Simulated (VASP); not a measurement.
B3N2: single point with PBE

B3N2:

```
B N
1.0
     1.98324    1.14503    4.15243
    -1.98324    1.14503    4.15243
     0.00000   -2.29005    4.15243
B N
3 2
Direct
  0.00000 0.27703 0.72297
  0.72297 0.00000 0.27703
  0.27703 0.72297 0.00000
  0.33339 0.33339 0.33339
  0.66661 0.66661 0.66661
```

```yaml
Program: VASP 6.6.1
Task: single point
Functional: PBE
Potentials_or_basis: VASP PAW PBE potentials, release 64 (B, N)
Cutoff: 520 eV
k_mesh: 12 × 12 × 12
Occupations: gaussian, width 0.1 eV
Spin: no spin polarisation
Dipole_correction: no
k_mesh_for_the_DOS: 18 × 18 × 18
Occupations_for_the_DOS: tetrahedron
Further_INCAR_settings: ALGO = Normal; EDIFF = 1e-07; NBANDS = 18
```

The valence electrons inside the program's atomic spheres are B 2.04; N 3.99.

Levels at points of the mesh, in eV from the Fermi level:
```csv
k point,band 6,band 7,band 8,band 9,band 10,band 11,band 12,band 13
"(0.00, 0.00, 0.00)",-6.98,-6.98,-6.98,-1.64,2.90,3.61,3.61,3.99
"(0.50, 0.00, 0.00)",-5.37,-5.31,-5.25,-4.17,-0.12,2.78,3.28,3.50
"(0.50, 0.50, 0.00)",-5.50,-5.35,-5.30,-4.37,-0.03,2.73,3.72,4.11
"(0.50, 0.50, 0.50)",-7.60,-7.00,-7.00,-1.56,3.22,3.88,3.88,5.63
```

Wall time 6.7 min on 1 thread of AMD EPYC 9R45 96-Core Processor (Zen 5) (shared host), peak memory 0.54 GiB.
